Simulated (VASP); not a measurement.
# BaS (I4/mmm) in VASP: notebook

The runs below take BaS through single point, with LDA.

Everything below comes from runs of VASP 6.6.1. Logs are shortened: lines on timing, memory, paths and dates and some standing lists are left out, and cuts for length are marked.

## Step 1: The cell of the first run

It takes space group I4/mmm (No. 139, tetragonal). The conventional cell has a = 4.562 Å, b = 4.562 Å, c = 6.388 Å, α = 90.00°, β = 90.00°, γ = 90.00°. Within 4.2 Å of Ba (site symmetry 4/mmm) lie 6 S at 3.19 to 3.23 Å. Within 4.2 Å of S (site symmetry 4/mmm) lie 6 Ba at 3.19 to 3.23 Å.

## Step 2: Single point, LDA (equal xx and yy strain of +1 %)

File INCAR:

```
PREC     = Accurate       # precision mode
ENCUT    = 500            # plane-wave cutoff, eV
EDIFF    = 1E-6           # SCF threshold, eV
ISMEAR   = -1             # smearing method
SIGMA    = 0.01           # smearing width, eV
LREAL    = False          # projectors in reciprocal space
LASPH    = True           # aspherical terms in the spheres
NELM     = 120            # most SCF steps
ALGO     = Normal         # electronic algorithm
ISIF     = 2              # what is computed and relaxed
LWAVE    = False          # write WAVECAR
LCHARG   = False          # write CHGCAR
NBANDS   = 15             # bands
GGA_COMPAT= False
```

File KPOINTS:

```
Automatic mesh
0
Gamma
  7 7 7
```

File POSCAR:

```
BaS
1.0
    0.0000000000      3.2256875000      3.1937500000
    3.2256875000      0.0000000000      3.1937500000
    3.2256875000      3.2256875000      0.0000000000
Ba S
1 1
Direct
    0.0000000000      0.0000000000      0.0000000000
    0.5000000000      0.5000000000      0.5000000000
```

Potentials or basis: VASP PAW LDA potentials, release 64 (Ba_sv, S).

Run with:

```bash
$ cat potpaw_LDA.64/Ba_sv/POTCAR potpaw_LDA.64/S/POTCAR > POTCAR
$ mpirun -np 1 vasp_std > vasp.out
```

OUTCAR:

```text
PREC = Accurate
   ENCUT = 500
   EDIFF = 1E-6
   ISMEAR = -1
   LREAL = False
   LASPH = True
   NELM = 120
   ISIF = 2

 ion  position               nearest neighbor table
   1  0.000  0.000  0.000-   2 3.19   2 3.19   2 3.23   2 3.23   2 3.23   2 3.23
   2  0.500  0.500  0.500-   1 3.19   1 3.19   1 3.23   1 3.23   1 3.23   1 3.23

  LATTYP: Found a body centered tetragonal cell.
 ALAT       =     4.5618110105
 C/A-ratio  =     1.4002114479

  Lattice vectors:

 A1 = (   0.0000000000,  -3.2256875000,  -3.1937500000)
 A2 = (   0.0000000000,   3.2256875000,  -3.1937500000)
 A3 = (   3.2256875000,   0.0000000000,   3.1937500000)

Analysis of symmetry for initial positions (statically):
=====================================================================
 Subroutine PRICEL returns:
 Original cell was already a primitive cell.

 Routine SETGRP: Setting up the symmetry group for a
 body centered tetragonal supercell.

 Subroutine GETGRP returns: Found 16 space group operations
 (whereof 16 operations were pure point group operations)
 out of a pool of 16 trial point group operations.

The static configuration has the point symmetry D_4h.

Analysis of symmetry for dynamics (positions and initial velocities):
=====================================================================
 Subroutine PRICEL returns:
 Original cell was already a primitive cell.

 Routine SETGRP: Setting up the symmetry group for a
 body centered tetragonal supercell.

 Subroutine GETGRP returns: Found 16 space group operations
 (whereof 16 operations were pure point group operations)
 out of a pool of 16 trial point group operations.

The dynamic configuration has the point symmetry D_4h.

 Subroutine INISYM returns: Found 16 space group operations
 (whereof 16 operations are pure point group operations),
 and found     1 'primitive' translations

----------------------------------------------------------------------------------------

                                     Primitive cell

  volume of cell :      66.4623

  direct lattice vectors                    reciprocal lattice vectors
     0.000000000  3.225687500  3.193750000    -0.155005716  0.155005716  0.156555773
     3.225687500  0.000000000  3.193750000     0.155005716 -0.155005716  0.156555773
     3.225687500  3.225687500  0.000000000     0.155005716  0.155005716 -0.156555773

  length of vectors
[... 90 lines left out ...]
   POTIM  = 0.5000    time-step for ionic-motion
   TEBEG  =    0.0;   TEEND  =   0.0 temperature during run
   PSTRESS=    0.0 pullay stress
   NELECT =      16.0000    total number of electrons
   NUPDOWN=      -1.0000    fix difference up-down
   EMIN   =  10.00;   EMAX   =-10.00  energy-range for DOS
   EFERMI =   0.00;   METHOD = LEGACY
   ISMEAR =    -1;   SIGMA  =   0.01  broadening in eV -4-tet -1-fermi 0-gaus
   EFERMI_NEDOS =   21; number of points for ismear=-14 and -15
   IALGO  =     38    algorithm
   IMIX   =      4    mixing-type and parameters
     AMIX     =   0.40;   BMIX     =  1.00
     AMIX_MAG =   1.60;   BMIX_MAG =  1.00
  volume/ion in A,a.u.               =      33.23       224.25
  Fermi-wavevector in a.u.,A,eV,Ry     =   1.018411  1.924517 14.111426  1.037161
  Thomas-Fermi vector in A             =   2.151867
   LORBIT       =      0    0 simple, 1 ext, 2 COOP (PROOUT), +10 PAW based schemes
   GGA     = CA    functional components
   LHFCALC =     F    Hartree Fock is set to
   AEXX    =    0.0000 exact exchange contribution
   IVDW    =     0    specifies the selected vdW correction
   LEPSILON=     F    determine dielectric tensor
   LRPA    =     F    only Hartree local field effects (RPA)
 non-spin polarized calculation
  energy-cutoff  :      500.00
  volume of cell :       66.46
 maximum number of plane-waves:      1708
 NGX is ok and might be reduce to    36
   NGX = 17   NGY = 17   NGZ = 17

 number of electron      16.0000002 magnetization

 Free energy of the ion-electron system (eV)
  ---------------------------------------------------
  ext. energy  EPLUGINS =         0.00000000
  ---------------------------------------------------
  free energy    TOTEN  =       -11.14062810 eV

  energy without entropy =      -11.14062810  energy(sigma->0) =      -11.14062810

 E-fermi :   1.4523     XC(G=0):  -8.9116

 val. band max:        1.1575168002   @ k =   0.0000   0.0000   0.0000
 cond. band min:       3.1279611946   @ k =   0.4286   0.4286   0.0000
 fundamental gap:      1.9704443943
 Fermi energy:         1.4522808446

 k-point     1 :       0.0000    0.0000    0.0000
  band No.  band energies     occupation
      1     -24.9245      2.00000
      2     -10.0009      2.00000
      3      -9.9995      2.00000
      4      -9.9995      2.00000
      5      -9.1489      2.00000
      6       1.1260      2.00000
      7       1.1260      2.00000
      8       1.1575      2.00000
      9       4.3492      0.00000
     10       4.8123      0.00000
     11       4.8123      0.00000
     12       4.8804      0.00000
     13       5.7675      0.00000
     14       5.8324      0.00000
[... 401 lines left out ...]
      2     -10.8165      2.00000
      3     -10.2189      2.00000
      4     -10.1131      2.00000
      5      -8.3290      2.00000
      6      -0.2746      2.00000
      7       0.2716      2.00000
      8       0.5074      2.00000
      9       5.0336      0.00000
     10       6.1571      0.00000
     11       7.3311      0.00000
     12       7.6021      0.00000
     13       8.7779      0.00000
     14       9.8451      0.00000
     15      10.0307      0.00000

 [... further k-points ...]

------------------------ aborting loop because EDIFF is reached ----------------------------------------

  FORCE on cell =-STRESS in cart. coord.  units (eV):
  Direction    XX          YY          ZZ          XY          YZ          ZX
  --------------------------------------------------------------------------------------
  -------------------------------------------------------------------------------------
  Total       -1.1911673     -1.1911673     -0.8879301      0.0000000     -0.0000000      0.0000000
  in kB      -28.7149346    -28.7149346    -21.4049332      0.0000000     -0.0000000      0.0000000
  external PRESSURE =     -26.2782675 kB  Pullay stress =       0.0000000 kB

 VOLUME and BASIS-vectors are now :
 -----------------------------------------------------------------------------
  energy-cutoff  :      500.00
  volume of cell :       66.46
      direct lattice vectors                 reciprocal lattice vectors
     0.000000000  3.225687500  3.193750000    -0.155005716  0.155005716  0.156555773
     3.225687500  0.000000000  3.193750000     0.155005716 -0.155005716  0.156555773
     3.225687500  3.225687500  0.000000000     0.155005716  0.155005716 -0.156555773

 POSITION                                       TOTAL-FORCE (eV/Angst)
 -----------------------------------------------------------------------------------
      0.00000      0.00000      0.00000         0.000000      0.000000      0.000000
      3.22569      3.22569      3.19375         0.000000     -0.000000      0.000000
 -----------------------------------------------------------------------------------
    total drift:                                0.000000      0.000000      0.000000

  FREE ENERGIE OF THE ION-ELECTRON SYSTEM (eV)
  ---------------------------------------------------
  free  energy   TOTEN  =       -11.1406280970 eV

  energy  without entropy=      -11.1406280970  energy(sigma->0) =      -11.14062810
```

OSZICAR:

```text
N       E                     dE             d eps       ncg     rms          rms(c)
DAV:   1     0.786575208634E+02    0.78658E+02   -0.67497E+03  1200   0.905E+02
DAV:   2    -0.684106049627E+01   -0.85499E+02   -0.77824E+02  1644   0.164E+02
DAV:   3    -0.115714851515E+02   -0.47304E+01   -0.46990E+01  1621   0.407E+01
DAV:   4    -0.116726890675E+02   -0.10120E+00   -0.10119E+00  1613   0.592E+00
DAV:   5    -0.116749120106E+02   -0.22229E-02   -0.22229E-02  1676   0.684E-01    0.472E+00
DAV:   6    -0.111674297572E+02    0.50748E+00   -0.67991E-01  1375   0.490E+00    0.326E+00
DAV:   7    -0.111457527592E+02    0.21677E-01   -0.13580E-01  1517   0.201E+00    0.191E+00
DAV:   8    -0.111415212867E+02    0.42315E-02   -0.21356E-02  1375   0.820E-01    0.269E-01
DAV:   9    -0.111404640416E+02    0.10572E-02   -0.25738E-03  1536   0.293E-01    0.150E-01
DAV:  10    -0.111406375573E+02   -0.17352E-03   -0.22482E-04  1375   0.101E-01    0.324E-02
DAV:  11    -0.111406273427E+02    0.10215E-04   -0.42147E-05  1627   0.362E-02    0.133E-02
DAV:  12    -0.111406280970E+02   -0.75435E-06   -0.37527E-06  1361   0.106E-02
   1 F= -.11140628E+02 E0= -.11140628E+02  d E =-.306689E-15
```

Wall time 40 s (1 thread of Intel Xeon 8259CL, shared host); peak memory 0.19 GiB.

Results:

```
Free energy            : -11.1406 eV
Pressure               : -2.6 GPa
Band gap on the k mesh : 1.97 eV (least direct gap 2.13 eV)
```

Stress tensor (GPa, compression positive):
```
-2.87  0.00  0.00
 0.00 -2.87  0.00
 0.00  0.00 -2.14
```

Caveat: the cell differs from its parent crystal (equal xx and yy strain of +1 %); spin-orbit coupling is left out, which moves the levels of the heavy elements; an odd mesh through Γ misses points on the zone boundary, where band edges can lie.

## Step 3: Single point, LDA (equal xx and yy strain of +2 %)

File INCAR:

```
PREC = Accurate ; ENCUT = 500
EDIFF = 1E-6 ; ISMEAR = -1
SIGMA = 0.01 ; LREAL = F
LASPH = T ; NELM = 120
ALGO = Normal ; ISIF = 2
LWAVE = F ; LCHARG = F
GGA = CA ; NBANDS = 15
GGA_COMPAT = F
```

File KPOINTS:

```
regular mesh
0
Gamma
  7 7 7
```

File POSCAR:

```
BaS
1.0
    0.0000000000      3.2576250000      3.1937500000
    3.2576250000      0.0000000000      3.1937500000
    3.2576250000      3.2576250000      0.0000000000
Ba S
1 1
Direct
    0.0000000000      0.0000000000      0.0000000000
    0.5000000000      0.5000000000      0.5000000000
```

Potentials or basis: VASP PAW LDA potentials, release 64 (Ba_sv, S).

Run with:

```bash
$ cat potpaw_LDA.64/Ba_sv/POTCAR potpaw_LDA.64/S/POTCAR > POTCAR
$ mpirun -np 1 vasp_std > vasp.out
```

Wall time 61 s (1 thread of Intel Xeon 8259CL, shared host); peak memory 0.19 GiB.

It converged, with:

| Quantity | Value |
| --- | --- |
| Free energy | -11.1134 eV |
| Pressure | -3.3 GPa |
| Band gap on the k mesh | 1.98 eV (least direct gap 2.15 eV) |

Stress tensor (GPa, compression positive):
```
-3.75  0.00  0.00
 0.00 -3.75  0.00
 0.00  0.00 -2.42
```

Levels at points of the mesh, in eV from the valence-band top:
```csv
k point,band 6,band 7,band 8,band 9,band 10,band 11
"(0.00, 0.00, 0.00)",-0.06,-0.06,0.00,3.07,3.61,3.61
```

Caveat: the cell differs from its parent crystal (equal xx and yy strain of +2 %); the cell stands under tension; spin-orbit coupling is left out, which moves the levels of the heavy elements; an odd mesh through Γ misses points on the zone boundary, where band edges can lie.
